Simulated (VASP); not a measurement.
# ZnS (ke600) (F-43m) in VASP: vibrations by perturbation theory with LDA

Aim: the vibrations by perturbation theory of ZnS (ke600) with LDA.

All numbers are computed with VASP 6.6.1; they aren't measurements. Logs are shortened: lines on timing, memory, paths and dates and some standing lists are left out, and cuts for length are marked.

## 1. The cell of the first run

The structure is cubic, space group F-43m (No. 216). Conventional cell: a = 5.296 Å, b = 5.296 Å, c = 5.296 Å, α = 90.00°, β = 90.00°, γ = 90.00°. Zn (site symmetry -43m) has 4 S at 2.29 Å within 3.0 Å. S (site symmetry -43m) has 4 Zn at 2.29 Å within 3.0 Å.

## 2. Vibrations by perturbation theory, LDA

File INCAR:

```
SYSTEM = ZnS
ALGO = Normal ; EDIFF = 1E-8
ENCUT = 520 ; IBRION = 8
ISIF = 2 ; ISMEAR = 0
LASPH = .True. ; LCHARG = .False.
LEPSILON = .True. ; LREAL = .False.
LWAVE = .False. ; NELM = 80
NSW = 1 ; PREC = Accurate
SIGMA = 0.01
```

File KPOINTS:

```
k-points
0
Gamma
  10 10 10
  0 0 0
```

File POSCAR:

```
ZnS
1.0
    0.0000000000      2.6481935253      2.6481935253
    2.6481935253      0.0000000000      2.6481935253
    2.6481935253      2.6481935253      0.0000000000
Zn S
1 1
Direct
    0.0000000000      0.0000000000      0.0000000000
    0.7500000000      0.7500000000      0.7500000000
```

Potentials or basis: VASP PAW LDA potentials, release 64 (Zn, S).

Command:

```sh
> cat potpaw_LDA.64/Zn/POTCAR potpaw_LDA.64/S/POTCAR > POTCAR
> mpirun -np 1 vasp_std > vasp.out
```

OUTCAR:

```text
SYSTEM = ZnS
   EDIFF = 1E-8
   ENCUT = 520
   IBRION = 8
   ISIF = 2
   ISMEAR = 0
   LASPH = .True.
   LEPSILON = .True.
   LREAL = .False.
   NELM = 80
   NSW = 1
   PREC = Accurate

 ion  position               nearest neighbor table
   1  0.000  0.000  0.000-   2 2.29   2 2.29   2 2.29   2 2.29
   2  0.750  0.750  0.750-   1 2.29   1 2.29   1 2.29   1 2.29

  LATTYP: Found a face centered cubic cell.
 ALAT       =     5.2963870506

  Lattice vectors:

 A1 = (   0.0000000000,   2.6481935253,   2.6481935253)
 A2 = (   2.6481935253,   0.0000000000,   2.6481935253)
 A3 = (   2.6481935253,   2.6481935253,   0.0000000000)

Analysis of symmetry for initial positions (statically):
=====================================================================
 Subroutine PRICEL returns:
 Original cell was already a primitive cell.

 Routine SETGRP: Setting up the symmetry group for a
 face centered cubic supercell.

 Subroutine GETGRP returns: Found 24 space group operations
 (whereof 24 operations were pure point group operations)
 out of a pool of 48 trial point group operations.

The static configuration has the point symmetry T_d .

Analysis of symmetry for dynamics (positions and initial velocities):
=====================================================================
 Subroutine PRICEL returns:
 Original cell was already a primitive cell.

 Routine SETGRP: Setting up the symmetry group for a
 face centered cubic supercell.

 Subroutine GETGRP returns: Found 24 space group operations
 (whereof 24 operations were pure point group operations)
 out of a pool of 48 trial point group operations.

The dynamic configuration has the point symmetry T_d .

 Subroutine INISYM returns: Found 24 space group operations
 (whereof 24 operations are pure point group operations),
 and found     1 'primitive' translations

----------------------------------------------------------------------------------------

                                     Primitive cell

  volume of cell :      37.1432

  direct lattice vectors                    reciprocal lattice vectors
     0.000000000  2.648193525  2.648193525    -0.188807954  0.188807954  0.188807954
     2.648193525  0.000000000  2.648193525     0.188807954 -0.188807954  0.188807954
     2.648193525  2.648193525  0.000000000     0.188807954  0.188807954 -0.188807954

  length of vectors
     3.745111199  3.745111199  3.745111199     0.327024968  0.327024968  0.327024968

  position of ions in fractional coordinates (direct lattice)
     0.000000000  0.000000000  0.000000000
     0.750000000  0.750000000  0.750000000

  ion indices of the primitive-cell ions
   primitive index   ion index
                 1           1
                 2           2

----------------------------------------------------------------------------------------

 KPOINTS: k-points

Automatic generation of k-mesh.
 Grid dimensions read from file:
 generate k-points for:   10   10   10

 Generating k-lattice:

[... 532 lines left out ...]

 Free energy of the ion-electron system (eV)
  ---------------------------------------------------
  ---------------------------------------------------
  free energy    TOTEN  =        -0.55615185 eV

  energy without entropy =       -0.55615185

------------------------ aborting loop because EDIFF is reached ----------------------------------------

--------------------------------------- Ionic step        2  -------------------------------------------

------------------------ aborting loop because EDIFF is reached ----------------------------------------

--------------------------------------- Ionic step        3  -------------------------------------------

------------------------ aborting loop because EDIFF is reached ----------------------------------------

 PIEZOELECTRIC TENSOR FIELD DIRECTION 3  (e Angst)
 -----------------------------------------------------------------------------
    -0.00087  1.52157  0.00000           ( -0.00000 -0.01605  0.00000)
     1.52157 -0.00087  0.00000           ( -0.01605 -0.00000  0.00000)
     0.00000  0.00000  0.00008           (  0.00000  0.00000 -0.00000)

 PIEZOELECTRIC TENSOR FIELD DIRECTION 3  (C/m^2)
 -----------------------------------------------------------------------------
    -0.00037  0.65633  0.00000
     0.65633 -0.00037  0.00000
     0.00000  0.00000  0.00003

--------------------------------------- Ionic step        4  -------------------------------------------

------------------------ aborting loop because EDIFF is reached ----------------------------------------

[... ionic steps 5 to 6 ...]

--------------------------------------- Ionic step        7  -------------------------------------------

 Free energy of the ion-electron system (eV)
  ---------------------------------------------------
  ---------------------------------------------------
  free energy    TOTEN  =        -0.10377996 eV

  energy without entropy =       -0.10377996

------------------------ aborting loop because EDIFF is reached ----------------------------------------

 INTERNAL STRAIN TENSOR  FOR ION    2  DIRECTION 1   (eV/Angst):
 -----------------------------------------------------------------------------
    -0.01747  0.00000  0.00000
     0.00000  0.01706  6.63867
     0.00000  6.63867  0.01706

 MACROSCOPIC STATIC DIELECTRIC TENSOR (including local field effects in DFT)
 ------------------------------------------------------
           6.148544     0.000000    -0.000000
           0.000000     6.148544     0.000000
           0.000000     0.000000     6.148544
 ------------------------------------------------------

 PIEZOELECTRIC TENSOR (including local field effects)  for field in x, y, z        (e  Angst)
          XX          YY          ZZ          XY          YZ          ZX
  --------------------------------------------------------------------------------
  x     0.00000     0.00000    -0.00000    -0.00000     1.53316    -0.00000
  y     0.00000    -0.00000    -0.00000     0.00000    -0.00000     1.53316
  z    -0.00000     0.00000     0.00000     1.53316     0.00000    -0.00000

 PIEZOELECTRIC TENSOR (including local field effects)  for field in x, y, z        (C/m^2)
          XX          YY          ZZ          XY          YZ          ZX
  --------------------------------------------------------------------------------
  x     0.00000     0.00000    -0.00000    -0.00000     0.66133    -0.00000
  y     0.00000    -0.00000    -0.00000     0.00000    -0.00000     0.66133
  z    -0.00000     0.00000     0.00000     0.66133     0.00000    -0.00000

 BORN EFFECTIVE CHARGES (including local field effects) (in |e|, cummulative output)
 ---------------------------------------------------------------------------------
 ion    1
    1     1.91211     0.00000     0.00000
    2    -0.00000     1.91211     0.00000
    3    -0.00000    -0.00000     1.91211
 ion    2
    1    -1.91211    -0.00000    -0.00000
    2     0.00000    -1.91211     0.00000
    3     0.00000     0.00000    -1.91211

 INTERNAL STRAIN TENSOR FOR ION    2 for displacements in x,y,z  (eV/Angst):
          X           Y           Z          XY          YZ          ZX
  --------------------------------------------------------------------------------
  x     0.00000     0.00000     0.00000     0.00000     6.63867     0.00000
  y     0.00000     0.00000     0.00000     0.00000     0.00000     6.63867
  z     0.00000     0.00000     0.00000     6.63867     0.00000     0.00000

 SECOND DERIVATIVES (NOT SYMMETRIZED)
 ------------------------------------
               1X          1Y          1Z          2X          2Y          2Z
  1X    -6.850039    0.000000    0.000000    6.850039    0.000000    0.000000
  1Y     0.000000   -6.850039    0.000000    0.000000    6.850039    0.000000
  1Z     0.000000    0.000000   -6.850039    0.000000    0.000000    6.850039
  2X     6.768905    0.000000    0.000000   -6.768905    0.000000    0.000000
  2Y     0.000000    6.768905    0.000000    0.000000   -6.768905    0.000000
  2Z     0.000000    0.000000    6.768905    0.000000    0.000000   -6.768905

 Eigenvectors and eigenvalues of the dynamical matrix
 ----------------------------------------------------

   1 f  =    8.786028 THz    55.204241 2PiTHz  293.070341 cm-1    36.336075 meV
             X         Y         Z           dx          dy          dz
      0.000000  0.000000  0.000000     0.000000    0.575907    0.000000
      3.972290  3.972290  3.972290    -0.000000   -0.817515    0.000000
[... 21 lines left out ...]
   6 f/i=    0.024644 THz     0.154841 2PiTHz    0.822025 cm-1     0.101918 meV
             X         Y         Z           dx          dy          dz
      0.000000  0.000000  0.000000    -0.071552    0.814378    0.000000
      3.972290  3.972290  3.972290    -0.050406    0.573697    0.000000

--------------------------------------------------------------------------------------------------------

 MACROSCOPIC STATIC DIELECTRIC TENSOR IONIC CONTRIBUTION
 ------------------------------------------------------
           2.615722    -0.000000    -0.000000
          -0.000000     2.615722    -0.000000
          -0.000000    -0.000000     2.615722
 ------------------------------------------------------

 ELASTIC MODULI CONTR FROM IONIC RELAXATION (kBar)
 Direction    XX          YY          ZZ          XY          YZ          ZX
 --------------------------------------------------------------------------------
 XX          -0.0000      0.0000      0.0000     -0.0000      0.0000     -0.0000
 YY           0.0000     -0.0000     -0.0000     -0.0000     -0.0000     -0.0000
 ZZ           0.0000     -0.0000     -0.0000      0.0000     -0.0000     -0.0000
 XY          -0.0000     -0.0000      0.0000   -278.7181      0.0000      0.0000
 YZ           0.0000     -0.0000     -0.0000      0.0000   -278.7181      0.0000
 ZX          -0.0000     -0.0000     -0.0000      0.0000      0.0000   -278.7181
 --------------------------------------------------------------------------------

 PIEZOELECTRIC TENSOR IONIC CONTR  for field in x, y, z        (C/m^2)
          XX          YY          ZZ          XY          YZ          ZX
  --------------------------------------------------------------------------------
  x     0.00000    -0.00000    -0.00000     0.00000    -0.80344     0.00000
  y    -0.00000    -0.00000    -0.00000     0.00000     0.00000    -0.80344
  z    -0.00000    -0.00000     0.00000    -0.80344     0.00000     0.00000
```

Wall time 24 min (1 thread of AMD EPYC 7R13, shared host); peak memory 0.3 GiB.

What came out:

* Electronic dielectric tensor (diagonal): 6.15
* Born charges (mean of the diagonal): Zn +1.91; S -1.91 e
* Highest phonon frequency at Γ, LO-TO splitting left out: 293 cm⁻¹

Phonon frequencies in cm⁻¹ (negative: imaginary):
```
              q point           frequencies
(0.000, 0.000, 0.000)  -1 -1 -1 293 293 293
```

Electronic dielectric tensor:
```
6.15 0.00 0.00
0.00 6.15 0.00
0.00 0.00 6.15
```

Born effective charge tensors (e):
atom 1, Zn
```
1.91 0.00 0.00
0.00 1.91 0.00
0.00 0.00 1.91
```
atom 2, S
```
-1.91  0.00  0.00
 0.00 -1.91  0.00
 0.00  0.00 -1.91
```
